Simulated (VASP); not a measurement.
# BaZrO3 in VASP: settings compared

The runs below take BaZrO3 through single point, with PBEsol, RPBE+D3(BJ).

Program: VASP 6.6.1. These are calculated values, not measurements. Logs are shortened: lines on timing, memory, paths and dates and some standing lists are left out, and cuts for length are marked.

### 1 The cell of the first run

The typed cell holds 5 atoms: a = 4.191 Å, b = 4.191 Å, c = 4.191 Å, α = 90.00°, β = 90.00°, γ = 90.00°.

### 2 Single point, PBEsol (atoms moved at random)

Input file INCAR:

```
  PREC = Accurate
  ENCUT = 520
  EDIFF = 1E-6
  ISMEAR = -1
  SIGMA = 0.05
  LREAL = False
  LASPH = True
  NELM = 80
  ALGO = Normal
  ISIF = 2
  LWAVE = False
  LCHARG = False
  GGA = PS
  NBANDS = 28
```

Input file KPOINTS:

```
regular mesh
0
Gamma
  6 6 6
```

Input file POSCAR:

```
BaZrO3
1.0
    4.1913400000      0.0000000000      0.0000000000
    0.0000000000      4.1913400000      0.0000000000
    0.0000000000      0.0000000000      4.1913400000
Ba Zr O
1 1 3
Direct
    0.0001980000      0.0077720000     -0.0074240000
    0.5005400000      0.5082770000      0.4918760000
    0.4928290000      0.5011710000      0.0004680000
    0.4943580000      0.0015540000      0.5065890000
   -0.0058270000      0.5059910000      0.5046290000
```

Potentials or basis: VASP PAW PBE potentials, release 64 (Ba_sv, Zr_sv, O).

Run with:

```
$ cat potpaw_PBE.64/Ba_sv/POTCAR potpaw_PBE.64/Zr_sv/POTCAR potpaw_PBE.64/O/POTCAR > POTCAR
$ mpirun -np 1 vasp_std > vasp.out
```

OUTCAR:

```text
PREC = Accurate
   ENCUT = 520
   EDIFF = 1E-6
   ISMEAR = -1
   LREAL = False
   LASPH = True
   NELM = 80
   ISIF = 2
   GGA = PS

 ion  position               nearest neighbor table
   1  0.000  0.008  0.993-   4 2.91   3 2.92   5 2.92   5 2.93   4 2.94   3 2.96   3 2.97   4 2.99
                             5 2.99   5 3.00   3 3.01   4 3.02   2 3.63   2 3.63   2 3.63   2 3.63
   2  0.501  0.508  0.492-   3 2.06   4 2.07   5 2.07   5 2.12   4 2.12   3 2.13   1 3.63   1 3.63
                             1 3.63   1 3.63   1 3.63   1 3.63   1 3.63   1 3.63
   3  0.493  0.501  0.000-   2 2.06   2 2.13   1 2.92   1 2.96   1 2.97   1 3.01
   4  0.494  0.002  0.507-   2 2.07   2 2.12   1 2.91   1 2.94   1 2.99   1 3.02
   5  0.994  0.506  0.505-   2 2.07   2 2.12   1 2.92   1 2.93   1 2.99   1 3.00

  LATTYP: Found a simple cubic cell.
 ALAT       =     4.1913400000

  Lattice vectors:

 A1 = (   4.1913400000,   0.0000000000,   0.0000000000)
 A2 = (   0.0000000000,   4.1913400000,   0.0000000000)
 A3 = (   0.0000000000,   0.0000000000,   4.1913400000)

Analysis of symmetry for initial positions (statically):
=====================================================================
 Subroutine PRICEL returns:
 Original cell was already a primitive cell.

 Routine SETGRP: Setting up the symmetry group for a
 simple cubic supercell.

 Subroutine GETGRP returns: Found  1 space group operations
 (whereof  1 operations were pure point group operations)
 out of a pool of 48 trial point group operations.

The static configuration has the point symmetry C_1 .

Analysis of symmetry for dynamics (positions and initial velocities):
=====================================================================
 Subroutine PRICEL returns:
 Original cell was already a primitive cell.

 Routine SETGRP: Setting up the symmetry group for a
 simple cubic supercell.

 Subroutine GETGRP returns: Found  1 space group operations
 (whereof  1 operations were pure point group operations)
 out of a pool of 48 trial point group operations.

The dynamic configuration has the point symmetry C_1 .

 Subroutine INISYM returns: Found  1 space group operations
 (whereof  1 operations are pure point group operations),
 and found     1 'primitive' translations

----------------------------------------------------------------------------------------

                                     Primitive cell

[... 96 lines left out ...]
   EDIFF  = 0.1E-05   stopping-criterion for ELM
   LREAL  =      F    real-space projection
   EDIFFG = 0.1E-04   stopping-criterion for IOM
   NSW    =      0    number of steps for IOM
   IBRION =     -1    ionic relax: 0-MD 1-quasi-New 2-CG
   NFREE  =      0    steps in history (QN), initial steepest desc. (CG)
   ISIF   =      2    stress and relaxation
   ISYM   =      2    0-nonsym 1-usesym 2-fastsym
   POTIM  = 0.5000    time-step for ionic-motion
   TEBEG  =    0.0;   TEEND  =   0.0 temperature during run
   PSTRESS=    0.0 pullay stress
   NELECT =      40.0000    total number of electrons
   NUPDOWN=      -1.0000    fix difference up-down
   EMIN   =  10.00;   EMAX   =-10.00  energy-range for DOS
   EFERMI =   0.00;   METHOD = LEGACY
   ISMEAR =    -1;   SIGMA  =   0.05  broadening in eV -4-tet -1-fermi 0-gaus
   EFERMI_NEDOS =   21; number of points for ismear=-14 and -15
   IALGO  =     38    algorithm
   IMIX   =      4    mixing-type and parameters
     AMIX     =   0.40;   BMIX     =  1.00
     AMIX_MAG =   1.60;   BMIX_MAG =  1.00
  volume/ion in A,a.u.               =      14.73        99.38
  Fermi-wavevector in a.u.,A,eV,Ry     =   1.335802  2.524299 24.277770  1.784366
  Thomas-Fermi vector in A             =   2.464478
   LORBIT       =      0    0 simple, 1 ext, 2 COOP (PROOUT), +10 PAW based schemes
   GGA     = PS    functional components
   LHFCALC =     F    Hartree Fock is set to
   AEXX    =    0.0000 exact exchange contribution
   IVDW    =     0    specifies the selected vdW correction
   LEPSILON=     F    determine dielectric tensor
   LRPA    =     F    only Hartree local field effects (RPA)
 non-spin polarized calculation
  energy-cutoff  :      520.00
  volume of cell :       73.63
 maximum number of plane-waves:      2008
   NGX = 15   NGY = 15   NGZ = 15

 number of electron      39.9999999 magnetization

 Free energy of the ion-electron system (eV)
  ---------------------------------------------------
  ext. energy  EPLUGINS =         0.00000000
  ---------------------------------------------------
  free energy    TOTEN  =       -43.61405207 eV

  energy without entropy =      -43.61405207  energy(sigma->0) =      -43.61405207

 E-fermi :   4.8397     XC(G=0): -11.0208

 val. band max:        3.6288425211   @ k =   0.5000   0.5000   0.5000
 cond. band min:       6.7630034017   @ k =   0.0000   0.0000   0.0000
 fundamental gap:      3.1341608805
 Fermi energy:         4.8396525208

 k-point     1 :       0.0000    0.0000    0.0000
  band No.  band energies     occupation
      1     -43.2318      2.00000
      2     -21.6043      2.00000
      3     -21.4495      2.00000
      4     -21.4461      2.00000
      5     -21.4433      2.00000
      6     -12.6566      2.00000
[... 733 lines left out ...]
     27      11.4450      0.00000
     28      11.7903      0.00000

 [... further k-points ...]

------------------------ aborting loop because EDIFF is reached ----------------------------------------

  FORCE on cell =-STRESS in cart. coord.  units (eV):
  Direction    XX          YY          ZZ          XY          YZ          ZX
  --------------------------------------------------------------------------------------
  -------------------------------------------------------------------------------------
  Total        0.0060334     -0.0175277      0.0638098      0.0020234      0.0007429     -0.0062379
  in kB        0.1312851     -0.3813971      1.3884781      0.0440276      0.0161642     -0.1357351
  external PRESSURE =       0.3794554 kB  Pullay stress =       0.0000000 kB

 VOLUME and BASIS-vectors are now :
 -----------------------------------------------------------------------------
  energy-cutoff  :      520.00
  volume of cell :       73.63
      direct lattice vectors                 reciprocal lattice vectors
     4.191340000  0.000000000  0.000000000     0.238587182  0.000000000  0.000000000
     0.000000000  4.191340000  0.000000000     0.000000000  0.238587182  0.000000000
     0.000000000  0.000000000  4.191340000     0.000000000  0.000000000  0.238587182

 POSITION                                       TOTAL-FORCE (eV/Angst)
 -----------------------------------------------------------------------------------
      0.00083      0.03258      4.16022         0.002009     -0.006224     -0.025028
      2.09793      2.13036      2.06162        -0.143552     -0.147450      0.211922
      2.06561      2.10058      0.00196         0.008774     -0.010739     -0.065175
      2.07202      0.00651      2.12329        -0.004084      0.216682     -0.069596
      4.16692      2.12078      2.11507         0.136852     -0.052268     -0.052124
 -----------------------------------------------------------------------------------
    total drift:                                0.000073      0.000031     -0.000072

  FREE ENERGIE OF THE ION-ELECTRON SYSTEM (eV)
  ---------------------------------------------------
  free  energy   TOTEN  =       -43.6140520736 eV

  energy  without entropy=      -43.6140520736  energy(sigma->0) =      -43.61405207
```

stdout:

```text
POSCAR found type information on POSCAR BaZrO
 POSCAR found :  3 types and       5 ions
 scaLAPACK will be used
 -----------------------------------------------------------------------------
|                                                                             |
|                                                                             |
|     You enforced a specific xc type in the INCAR file but a different       |
|     I HOPE YOU KNOW WHAT YOU ARE DOING!                                     |
|                                                                             |
 -----------------------------------------------------------------------------

 LDA part: xc-table for (Slater+PW92), standard interpolation
 POSCAR, INCAR and KPOINTS ok, starting setup
 FFT: planning ... GRIDC
 FFT: planning ... GRID_SOFT
 FFT: planning ... GRID
 WAVECAR not read
 entering main loop
```

Run time: 4.9 min. Hardware: 1 thread of Intel Xeon 8259CL, shared host; peak memory 0.34 GiB.

What came out:

- Free energy: -43.6141 eV
- Pressure: 0.0 GPa
- Largest force: 0.295 eV/Å
- Band gap on the k mesh: 3.13 eV (least direct gap 3.36 eV)

Forces on the atoms (eV/Å):
```
Ba   0.002 -0.006 -0.025
Zr  -0.144 -0.147  0.212
O    0.009 -0.011 -0.065
O   -0.004  0.217 -0.070
O    0.137 -0.052 -0.052
```

Caveat: the cell differs from its parent crystal (atoms moved at random); the PAW data sets were made with another functional, which shifts forces and pressure a little; spin-orbit coupling is left out, which moves the levels of the heavy elements. A k mesh can miss the band edges.

### 3 Single point, RPBE+D3(BJ)

This run uses another cell than the first one, of 13.45 Å³/atom.

Input file INCAR:

```
  ALGO = Normal
  EDIFF = 1E-7
  ENCUT = 520
  GGA = RP
  ISIF = 2
  ISMEAR = -1
  IVDW = 12
  LASPH = T
  LCHARG = F
  LREAL = F
  LWAVE = F
  NBANDS = 28
  NELM = 60
  PREC = Accurate
  SIGMA = 0.05
```

Input file KPOINTS:

```
k-points
0
Gamma
  6 6 6
```

Input file POSCAR:

```
BaZrO3
1.0
    4.0669088657      0.0000000000      0.0000000000
    0.0000000000      4.0669088657      0.0000000000
    0.0000000000      0.0000000000      4.0669088657
Ba Zr O
1 1 3
Direct
    0.0000000000      0.0000000000      0.0000000000
    0.5000000000      0.5000000000      0.5000000000
    0.5000000000      0.5000000000      0.0000000000
    0.5000000000      0.0000000000      0.5000000000
    0.0000000000      0.5000000000      0.5000000000
```

Potentials or basis: VASP PAW PBE potentials, release 64 (Ba_sv, Zr_sv, O).

Run with:

```
$ cat potpaw_PBE.64/Ba_sv/POTCAR potpaw_PBE.64/Zr_sv/POTCAR potpaw_PBE.64/O/POTCAR > POTCAR
$ mpirun -np 1 vasp_std > vasp.out
```

Run time: 52 s. Hardware: 1 thread of Intel Xeon 8259CL, shared host; peak memory 0.2 GiB.

Results (log left out):

```
Free energy                : -47.5044 eV
Pressure                   : 1.5 GPa
Band gap on the k mesh     : 3.42 eV (least direct gap 3.51 eV)
Dispersion energy per atom : -1.718 eV
```

Levels at points of the mesh, in eV from the valence-band top:
```
           k point  band 16  band 17  band 18  band 19  band 20  band 21  band 22  band 23  band 24  band 25
(0.00, 0.00, 0.00)    -1.12    -1.12    -0.09    -0.09    -0.09     3.42     3.42     3.42     4.86     4.86
(0.50, 0.00, 0.00)    -1.86    -1.84    -1.84    -0.27    -0.27     3.96     6.34     6.34     6.85     7.23
(0.50, 0.50, 0.00)    -2.68    -0.91    -0.91    -0.52    -0.09     6.30     6.30     7.00     7.08     8.44
(0.50, 0.50, 0.50)    -2.56    -2.56     0.00     0.00     0.00     6.39     6.39     6.39     7.83     7.83
```

Caveat: the PAW data sets were made with another functional, which shifts forces and pressure a little; spin-orbit coupling is left out, which moves the levels of the heavy elements. RPBE gaps usually lie below the measured ones, often by a third to a half.
